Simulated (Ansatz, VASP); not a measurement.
**One calculation of Sb, two programs**

The input POSCAR:

```
Sb
1.0
    0.0000000000      2.3712425216      2.3712425216
    2.3712425216      0.0000000000      2.3712425216
    2.3712425216      2.3712425216      0.0000000000
Sb
1
Direct
    0.0000000000      0.0000000000      0.0000000000
```

INCAR.step1

```
  ALGO = Normal
  EDIFF = 1E-5
  ENCUT = 600
  GGA = PE
  ISMEAR = -1
  LASPH = T
  LCHARG = F
  LREAL = F
  LWAVE = T
  NBANDS = 8
  NELM = 80
  PREC = Accurate
  SIGMA = 0.05
```

INCAR.step2

```
  AEXX = 1.0
  AGGAC = 0.0
  ALDAC = 0.0
  ALGO = Normal
  EDIFF = 1E-6
  EDIFFG = -0.01
  ENCUT = 600
  GGA = PE
  IBRION = 2
  ISIF = 3
  ISMEAR = -1
  ISTART = 1
  LASPH = T
  LCHARG = F
  LHFCALC = T
  LREAL = F
  LWAVE = F
  NELM = 80
  NSW = 60
  PREC = Accurate
  PRECFOCK = Normal
  SIGMA = 0.05
```

KPOINTS

```
k-points
0
Gamma
  5 5 5
```

input.yaml

```yaml
crystal:
  lattice:
    - [0.0, 2.3712425216, 2.3712425216]
    - [2.3712425216, 0.0, 2.3712425216]
    - [2.3712425216, 2.3712425216, 0.0]
  atoms:
    - { symbol: Sb, position: [0.0, 0.0, 0.0] }
hamiltonian:
  xc: hf
  pseudopotentials: { kind: paw }
kpoints:
  mp_grid: { grid: [5, 5, 5] }
scf:
  occupations: { method: fermi_dirac, width: 0.05 }
output:
  forces: true
  stress: true
  eigenvalues: true
relax:
  f_tol: 0.01
  max_steps: 40
  cell: { stress_tol: 0.05 }
```

Alike in both runs: task relaxation of cell and atoms; functional HF; k mesh 5 × 5 × 5; occupations fermi-dirac, width 0.05 eV; no spin polarisation.

|  | VASP | Ansatz |
| --- | --- | --- |
| version | VASP 6.6.1 | Ansatz 0.2.0 |
| potentials or method | VASP PAW PBE potentials, release 64 (Sb) | Ansatz PAW |
| plane-wave cutoff (eV) | 600 | 420 |
| valence electrons in the cell | 5 | 15 |

VASP gave:

* gap on the k mesh at the Fermi level, each at its own relaxed structure (eV): none
* relaxed volume (Å³/atom): 18.21
* relaxed cell length with the largest relative difference (Å): 2.953

Task: Which values does Ansatz return?

Result: gap on the k mesh at the Fermi level, each at its own relaxed structure (eV): none; relaxed volume (Å³/atom): 28.83; relaxed cell length with the largest relative difference (Å): 3.442.

VASP's potentials were made for PBE, not for HF. A gap of «none» marks a metal or a gap that the smearing closes. One of these differences is far larger than is usual between the two programs; its cause wasn't traced. VASP's potentials hold 5 valence electrons a cell and Ansatz's 15, so a difference there can come from the potentials and not from the codes.

The k mesh is coarse, so the values compare programs but aren't converged. Neither program's run includes spin-orbit coupling. Noted on VASP's run: the volume moved by over 15 % at a fixed basis, so the end points are rough. Noted on Ansatz's run: the plane-wave basis is chosen anew once the cell has moved, so the energies of steps on either side of that aren't comparable.
